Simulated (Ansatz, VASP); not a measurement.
**CdH3: VASP beside Ansatz**

File INCAR:

```
ALGO = Normal ; EDIFF = 1E-6
EDIFFG = -0.04 ; ENCUT = 600
GGA = PE ; IBRION = 2
ISIF = 3 ; ISMEAR = 0
LASPH = T ; LCHARG = F
LREAL = F ; LWAVE = F
NELM = 60 ; NSW = 90
PREC = Accurate ; SIGMA = 0.1
```

File KPOINTS:

```
k-points
0
Gamma
  6 6 6
```

Contents of POSCAR:

```
CdH3
1.0
    3.4514180652      0.0000000000      0.0000000000
    0.0000000000      3.4514180652      0.0000000000
    0.0000000000      0.0000000000      3.4514180652
Cd H
1 3
Direct
    0.0000000000      0.0000000000      0.0000000000
    0.0000000000      0.5000000000      0.5000000000
    0.5000000000      0.0000000000      0.5000000000
    0.5000000000      0.5000000000      0.0000000000
```

Input for Ansatz:

```yaml
crystal:
  lattice:
    - [3.4514180652, 0.0, 0.0]
    - [0.0, 3.4514180652, 0.0]
    - [0.0, 0.0, 3.4514180652]
  atoms:
    - { symbol: Cd, position: [0.0, 0.0, 0.0] }
    - { symbol: H, position: [0.0, 0.5, 0.5] }
    - { symbol: H, position: [0.5, 0.0, 0.5] }
    - { symbol: H, position: [0.5, 0.5, 0.0] }
basis:
  ecutwfc: 420
kpoints:
  mp_grid: { grid: [6, 6, 6] }
hamiltonian:
  xc: pbe
scf:
  occupations: { method: gaussian, width: 0.1 }
  lower_state_search: "off"
output:
  forces: true
  stress: true
  eigenvalues: true
relax:
  adjacent_minimum: "off"
  f_tol: 0.04
  max_steps: 70
  cell: { stress_tol: 0.4 }
```

Alike in both runs: task relaxation of cell and atoms; functional PBE; k mesh 6 × 6 × 6; occupations gaussian, width 0.1 eV; no spin polarisation.

|  | VASP | Ansatz |
| --- | --- | --- |
| version | VASP 6.6.1 | Ansatz 0.2.0 |
| potentials or method | VASP PAW PBE potentials, release 64 (Cd, H), cutoff 600 eV | scalar-relativistic, plane waves, PAW |
| valence electrons in the cell | 15 | 23 |

```tsv
	VASP	Ansatz	Ansatz less VASP
gap on the k mesh at the Fermi level, each at its own relaxed structure (eV)	none	none	-
relaxed volume (Å³/atom)	8.50	8.50	+0.005
relaxed cell length with the largest relative difference (Å)	3.239	3.240	+0.0006
```

A gap of «none» marks a metal or a gap that the smearing closes. VASP's potentials hold 15 valence electrons a cell and Ansatz's 23, so a difference there can come from the potentials and not from the codes.

Noted on VASP's run: the volume moved by over 15 % at a fixed basis, so the end points are rough.
